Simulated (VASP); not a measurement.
# Ta8C8F (a cell with a defect) in VASP: single point with PBE

Aim: the single point of Ta8C8F (a cell with a defect) with PBE.

Everything below comes from runs of VASP 6.6.1. Logs are shortened: lines on timing, memory, paths and dates and some standing lists are left out, and cuts for length are marked.

## (1) The cell of the first run

The cell holds a defect, 17 atoms: a = 6.299 Å, b = 6.299 Å, c = 6.299 Å, α = 60.00°, β = 60.00°, γ = 60.00°.

## (2) Single point, PBE

File INCAR:

```
SYSTEM = Ta8C8F
PREC = Accurate
ENCUT = 520
EDIFF = 1E-6
ISMEAR = -1
SIGMA = 0.1
LREAL = Auto
LASPH = .TRUE.
NELM = 80
ALGO = Normal
ISIF = 2
LWAVE = .FALSE.
LCHARG = .FALSE.
GGA = PE
NBANDS = 78
```

File KPOINTS:

```
regular mesh
0
G
  2 2 2
  0 0 0
```

File POSCAR:

```
Ta8C8F
1.0
    0.0000000000      4.4540000000      4.4540000000
    4.4540000000      0.0000000000      4.4540000000
    4.4540000000      4.4540000000      0.0000000000
Ta C F
8 8 1
Direct
    0.0097440503     -0.0173776381     -0.0068926807
    0.0105186349     -0.0077795240      0.5091266278
   -0.0250561293      0.5023574315      0.0081724293
    0.0273237539      0.4759092950      0.4995060620
    0.5118208352      0.0161091154      0.0056241581
    0.4936686125      0.0507184553      0.4972384374
    0.4724854064      0.5061405478      0.0355074091
    0.5147844634      0.4851257297      0.4821171980
    0.2544566682      0.2443982937      0.2529299506
    0.2464750786      0.2460933992      0.7509878761
    0.2425235743      0.7626627750      0.2574764257
    0.2092276605      0.7407049843      0.7756623260
    0.7670969915      0.2322294567      0.2416591828
    0.7444431971      0.2296026044      0.7605635384
    0.7588684329      0.7600583745      0.2143691064
    0.7555455770      0.7745397396      0.7535922766
    0.6236304445      0.6386506511      0.6157947912
```

Potentials or basis: VASP PAW PBE potentials, release 64 (Ta_pv, C, F).

Started as:

```
$ cat potpaw_PBE.64/Ta_pv/POTCAR potpaw_PBE.64/C/POTCAR potpaw_PBE.64/F/POTCAR > POTCAR
$ mpirun -np 1 vasp_std > vasp.out
```

OUTCAR:

```text
SYSTEM = Ta8C8F
   PREC = Accurate
   ENCUT = 520
   EDIFF = 1E-6
   ISMEAR = -1
   LREAL = Auto
   LASPH = .TRUE.
   NELM = 80
   ISIF = 2
   GGA = PE

 ion  position               nearest neighbor table
   1  0.010  0.983  0.993-  12 2.06  15 2.11  13 2.22  14 2.22  11 2.22  10 2.23   7 2.97   5 3.00
                             2 3.02   3 3.09   4 3.11   6 3.11   4 3.19   3 3.22   6 3.24   2 3.28
   2  0.011  0.992  0.509-  12 2.09  16 2.11  11 2.15  14 2.18   9 2.21  13 2.28   1 3.02   4 3.07
                             8 3.12   3 3.12   6 3.12   5 3.14   5 3.17   8 3.19   3 3.19   6 3.20
   3  0.975  0.502  0.008-  15 2.07  12 2.11  16 2.13  13 2.14  10 2.29   9 2.34   8 2.94   7 3.07
                             5 3.09   1 3.09   2 3.12   4 3.13   4 3.19   2 3.19   1 3.22   5 3.23
   4  0.027  0.476  0.500-  17 2.08  10 2.10   9 2.13  11 2.25  14 2.36  16 2.47  15 2.47   6 2.82
                             7 2.87   8 3.05   2 3.07   1 3.11   3 3.13   3 3.19   1 3.19   2 3.23
   5  0.512  0.016  0.006-  14 1.99  15 2.04   9 2.12  16 2.20  10 2.32  11 2.33   1 3.00   7 3.06
                             3 3.09   2 3.14   8 3.14   6 3.15   6 3.16   2 3.17   8 3.19   3 3.23
   6  0.494  0.051  0.497-  10 2.01  13 2.05  17 2.12   9 2.17  16 2.31  15 2.56  12 2.65   8 2.76
                             4 2.82   7 2.89   1 3.11   2 3.12   5 3.15   5 3.16   2 3.20   1 3.24
   7  0.472  0.506  0.036-  11 2.13   9 2.15  17 2.16  13 2.25  12 2.34  14 2.46  16 2.46   4 2.87
                             8 2.89   6 2.89   1 2.97   5 3.06   3 3.07   3 3.24   5 3.25   1 3.35
   8  0.515  0.485  0.482-  17 2.04  13 2.20  11 2.23  10 2.26  14 2.27  15 2.31  12 2.46   6 2.76
                             7 2.89   3 2.94   4 3.05   2 3.12   5 3.14   5 3.19   2 3.19   4 3.26
   9  0.254  0.244  0.253-   5 2.12   4 2.13   7 2.15   6 2.17   2 2.21   3 2.34
  10  0.246  0.246  0.751-   6 2.01   4 2.10   1 2.23   8 2.26   3 2.29   5 2.32
  11  0.243  0.763  0.257-   7 2.13   2 2.15   1 2.22   8 2.23   4 2.25   5 2.33
  12  0.209  0.741  0.776-   1 2.06   2 2.09   3 2.11   7 2.34   8 2.46   6 2.65
  13  0.767  0.232  0.242-   6 2.05   3 2.14   8 2.20   1 2.22   7 2.25   2 2.28
  14  0.744  0.230  0.761-   5 1.99   2 2.18   1 2.22   8 2.27   4 2.36   7 2.46
  15  0.759  0.760  0.214-   5 2.04   3 2.07   1 2.11   8 2.31   4 2.47   6 2.56
  16  0.756  0.775  0.754-   2 2.11   3 2.13   5 2.20   6 2.31   7 2.46   4 2.47
  17  0.624  0.639  0.616-   8 2.04   4 2.08   6 2.12   7 2.16

  LATTYP: Found a face centered cubic cell.
 ALAT       =     8.9080000000

  Lattice vectors:

 A1 = (   0.0000000000,   4.4540000000,   4.4540000000)
 A2 = (   4.4540000000,   0.0000000000,   4.4540000000)
 A3 = (   4.4540000000,   4.4540000000,   0.0000000000)

Analysis of symmetry for initial positions (statically):
=====================================================================
 Subroutine PRICEL returns:
 Original cell was already a primitive cell.

 Routine SETGRP: Setting up the symmetry group for a
 face centered cubic supercell.

 Subroutine GETGRP returns: Found  1 space group operations
 (whereof  1 operations were pure point group operations)
 out of a pool of 48 trial point group operations.

The static configuration has the point symmetry C_1 .

Analysis of symmetry for dynamics (positions and initial velocities):
=====================================================================
 Subroutine PRICEL returns:
 Original cell was already a primitive cell.

 Routine SETGRP: Setting up the symmetry group for a
 face centered cubic supercell.

 Subroutine GETGRP returns: Found  1 space group operations
 (whereof  1 operations were pure point group operations)
 out of a pool of 48 trial point group operations.

The dynamic configuration has the point symmetry C_1 .

 Subroutine INISYM returns: Found  1 space group operations
 (whereof  1 operations are pure point group operations),
 and found     1 'primitive' translations

----------------------------------------------------------------------------------------

                                     Primitive cell

  volume of cell :     176.7179

  direct lattice vectors                    reciprocal lattice vectors
     0.000000000  4.454000000  4.454000000    -0.112258644  0.112258644  0.112258644
     4.454000000  0.000000000  4.454000000     0.112258644 -0.112258644  0.112258644
     4.454000000  4.454000000  0.000000000     0.112258644  0.112258644 -0.112258644

  length of vectors
     6.298907207  6.298907207  6.298907207     0.194437675  0.194437675  0.194437675

  position of ions in fractional coordinates (direct lattice)
[... 46 lines left out ...]
 Generating k-lattice:

  Cartesian coordinates                     Fractional coordinates (reciprocal lattice)
    -0.056129322  0.056129322  0.056129322     0.500000000  0.000000000  0.000000000
     0.056129322 -0.056129322  0.056129322     0.000000000  0.500000000  0.000000000
     0.056129322  0.056129322 -0.056129322     0.000000000  0.000000000  0.500000000

  Length of vectors
     0.097218837  0.097218837  0.097218837

  Shift w.r.t. Gamma in fractional coordinates (k-lattice)
     0.000000000  0.000000000  0.000000000

 Subroutine IBZKPT returns following result:
 ===========================================

 Found      8 irreducible k-points:

 Following reciprocal coordinates:
            Coordinates               Weight
  0.000000  0.000000  0.000000      1.000000
  0.500000  0.000000  0.000000      1.000000
  0.000000  0.500000  0.000000      1.000000
  0.000000  0.000000  0.500000      1.000000
  0.500000  0.500000  0.500000      1.000000
  0.500000  0.500000  0.000000      1.000000
  0.000000  0.500000  0.500000      1.000000
  0.500000  0.000000  0.500000      1.000000
   k-points           NKPTS =      8   k-points in BZ     NKDIM =      8   number of bands    NBANDS=     78
   number of dos      NEDOS =    301   number of ions     NIONS =     17
   total plane-waves  NPLWV = 110592
   dimension x,y,z NGX =    48 NGY =   48 NGZ =   48
   dimension x,y,z NGXF=    96 NGYF=   96 NGZF=   96
   ions per type =               8   8   1
   NGX,Y,Z   is equivalent  to a cutoff of  12.67, 12.67, 12.67 a.u.
   NGXF,Y,Z  is equivalent  to a cutoff of  25.34, 25.34, 25.34 a.u.
 SYSTEM =  Ta8C8F
   PREC   = accura    normal or accurate (medium, high low for compatibility)
   ISTART =      0    job   : 0-new  1-cont  2-samecut
   ICHARG =      2    charge: 1-file 2-atom 10-const
   ISPIN  =      1    spin polarized calculation?
   LNONCOLLINEAR =      F non collinear calculations
   LSORBIT =      F    spin-orbit coupling
   LASPH  =      T    aspherical Exc in radial PAW
   ENCUT  =  520.0 eV  38.22 Ry    6.18 a.u.  11.71 11.71 11.71*2*pi/ulx,y,z
   NELM   =     80;   NELMIN=  2; NELMDL= -5     # of ELM steps
   EDIFF  = 0.1E-05   stopping-criterion for ELM
   LREAL  =      T    real-space projection
   EDIFFG = 0.1E-04   stopping-criterion for IOM
   NSW    =      0    number of steps for IOM
   IBRION =     -1    ionic relax: 0-MD 1-quasi-New 2-CG
   NFREE  =      0    steps in history (QN), initial steepest desc. (CG)
   ISIF   =      2    stress and relaxation
   ISYM   =      2    0-nonsym 1-usesym 2-fastsym
   POTIM  = 0.5000    time-step for ionic-motion
   TEBEG  =    0.0;   TEEND  =   0.0 temperature during run
   PSTRESS=    0.0 pullay stress
   NELECT =     127.0000    total number of electrons
   NUPDOWN=      -1.0000    fix difference up-down
   EMIN   =  10.00;   EMAX   =-10.00  energy-range for DOS
   EFERMI =   0.00;   METHOD = LEGACY
   ISMEAR =    -1;   SIGMA  =   0.10  broadening in eV -4-tet -1-fermi 0-gaus
   EFERMI_NEDOS =   21; number of points for ismear=-14 and -15
   IALGO  =     38    algorithm
   IMIX   =      4    mixing-type and parameters
     AMIX     =   0.40;   BMIX     =  1.00
     AMIX_MAG =   1.60;   BMIX_MAG =  1.00
  volume/ion in A,a.u.               =      10.40        70.15
  Fermi-wavevector in a.u.,A,eV,Ry     =   1.466389  2.771073 29.256563  2.150297
  Thomas-Fermi vector in A             =   2.582132
   LORBIT       =      0    0 simple, 1 ext, 2 COOP (PROOUT), +10 PAW based schemes
   GGA     = PE    functional components
   LHFCALC =     F    Hartree Fock is set to
   AEXX    =    0.0000 exact exchange contribution
   IVDW    =     0    specifies the selected vdW correction
   LEPSILON=     F    determine dielectric tensor
   LRPA    =     F    only Hartree local field effects (RPA)
 non-spin polarized calculation
  energy-cutoff  :      520.00
  volume of cell :      176.72
 maximum number of plane-waves:      4800
 NGX is ok and might be reduce to    48
   NGX = 23   NGY = 23   NGZ = 23

 number of electron     127.0000005 magnetization

 Free energy of the ion-electron system (eV)
  ---------------------------------------------------
  ext. energy  EPLUGINS =         0.00000000
  ---------------------------------------------------
  free energy    TOTEN  =      -173.53054791 eV

  energy without entropy =     -173.37577192  energy(sigma->0) =     -173.45315992

 E-fermi :   8.5071     XC(G=0): -13.3564

 val. band max:        8.3403435839   @ k =   0.0000   0.5000   0.0000
 cond. band min:       8.5294713222   @ k =   0.0000   0.0000   0.0000
 fundamental gap:      0.1891277383
 Fermi energy:         8.5070870409

 k-point     1 :       0.0000    0.0000    0.0000
  band No.  band energies     occupation
      1     -27.5909      2.00000
      2     -27.1315      2.00000
      3     -27.1290      2.00000
      4     -27.0902      2.00000
      5     -27.0108      2.00000
      6     -26.9660      2.00000
[... 613 lines left out ...]
     74      11.1952      0.00000
     75      11.3765      0.00000
 [bands above 75 left out]

------------------------ aborting loop because EDIFF is reached ----------------------------------------

  FORCE on cell =-STRESS in cart. coord.  units (eV):
  Direction    XX          YY          ZZ          XY          YZ          ZX
  --------------------------------------------------------------------------------------
  -------------------------------------------------------------------------------------
  Total       39.8338521     29.2978227     37.0461719      0.4768110      1.0062644      1.1448720
  in kB      361.1455396    265.6227664    335.8716028      4.3229100      9.1230921     10.3797502
  external PRESSURE =     320.8799696 kB  Pullay stress =       0.0000000 kB

 VOLUME and BASIS-vectors are now :
 -----------------------------------------------------------------------------
  energy-cutoff  :      520.00
  volume of cell :      176.72
      direct lattice vectors                 reciprocal lattice vectors
     0.000000000  4.454000000  4.454000000    -0.112258644  0.112258644  0.112258644
     4.454000000  0.000000000  4.454000000     0.112258644 -0.112258644  0.112258644
     4.454000000  4.454000000  0.000000000     0.112258644  0.112258644 -0.112258644

 POSITION                                       TOTAL-FORCE (eV/Angst)
 -----------------------------------------------------------------------------------
      8.79990      4.46670      4.42000         1.453834     -0.034977     -0.106402
      6.68700      2.31450      4.46620        -0.324181     -0.502772     -0.221714
      2.27390      4.37880      6.57990        -1.052151      0.117602      0.453857
      4.34450      2.34650      2.24140         0.869657     -0.680705      0.429891
      0.09680      2.30470      2.35140        -0.935289     -1.162119     -1.865870
      2.44060      4.41350      2.42470        -3.085845      1.130199     -1.267823
[... 9 lines left out ...]
      6.80630      6.72170      6.81500         0.375102      0.553476     -0.478869
      5.58730      5.52040      5.62220         0.961583     -0.153167      0.043504
 -----------------------------------------------------------------------------------
    total drift:                                0.001448     -0.007411      0.002166

  FREE ENERGIE OF THE ION-ELECTRON SYSTEM (eV)
  ---------------------------------------------------
  free  energy   TOTEN  =      -173.5305479136 eV

  energy  without entropy=     -173.3757719234  energy(sigma->0) =     -173.45315992
```

Run time: 3.9 min. Hardware: 1 thread of Intel Xeon 6975P-C (Granite Rapids), shared host; peak memory 0.36 GiB.

Results:

```
Free energy   : -173.5305 eV
Pressure      : 32.1 GPa
Largest force : 3.522 eV/Å
```

Forces in eV/Å, atoms in the order of the input:
```
Ta   1.454 -0.035 -0.106
Ta  -0.324 -0.503 -0.222
Ta  -1.052  0.118  0.454
Ta   0.870 -0.681  0.430
Ta  -0.935 -1.162 -1.866
Ta  -3.086  1.130 -1.268
Ta  -1.110  0.180  0.507
Ta   0.959 -1.439 -0.775
C    0.626 -0.594 -0.164
C    1.617  0.510  0.528
C   -0.876  0.195 -0.213
C   -0.411  0.503  1.297
C    1.254 -0.405  0.200
C   -0.516  1.217  1.479
C    0.195  0.567  0.155
C    0.375  0.553 -0.479
F    0.962 -0.153  0.044
```

Levels at points of the mesh, in eV from the Fermi level:
| k point | band 59 | band 60 | band 61 | band 62 | band 63 | band 64 | band 65 | band 66 | band 67 | band 68 |
| --- | --- | --- | --- | --- | --- | --- | --- | --- | --- | --- |
| (0.00, 0.00, 0.00) | -1.55 | -1.38 | -0.78 | -0.66 | -0.46 | 0.02 | 0.21 | 0.43 | 0.86 | 0.91 |
| (0.50, 0.00, 0.00) | -2.63 | -2.38 | -0.75 | -0.69 | -0.53 | -0.30 | -0.19 | 0.30 | 0.78 | 0.91 |
| (0.00, 0.50, 0.00) | -2.54 | -2.35 | -0.88 | -0.83 | -0.51 | -0.17 | 0.11 | 0.23 | 0.60 | 0.86 |
| (0.00, 0.00, 0.50) | -2.63 | -2.38 | -0.86 | -0.64 | -0.50 | -0.22 | 0.05 | 0.29 | 0.60 | 0.72 |
| (0.50, 0.50, 0.50) | -2.48 | -2.37 | -0.89 | -0.60 | -0.44 | -0.28 | -0.19 | 0.50 | 0.79 | 0.89 |
| (0.50, 0.50, 0.00) | -2.30 | -1.46 | -1.25 | -0.74 | 0.24 | 0.98 | 1.27 | 1.38 | 1.63 | 1.90 |
| (0.00, 0.50, 0.50) | -2.11 | -1.56 | -1.47 | -0.71 | 0.15 | 0.91 | 1.13 | 1.27 | 1.72 | 1.85 |
| (0.50, 0.00, 0.50) | -2.11 | -1.46 | -1.34 | -0.76 | 0.49 | 1.16 | 1.24 | 1.48 | 1.54 | 1.75 |

Caveat: the k points lie up to 0.61 Å⁻¹ apart; spin-orbit coupling is left out, which moves the levels of the heavy elements; an odd number of electrons without spin polarisation forces a metal; a magnetic or distorted state may lie lower.
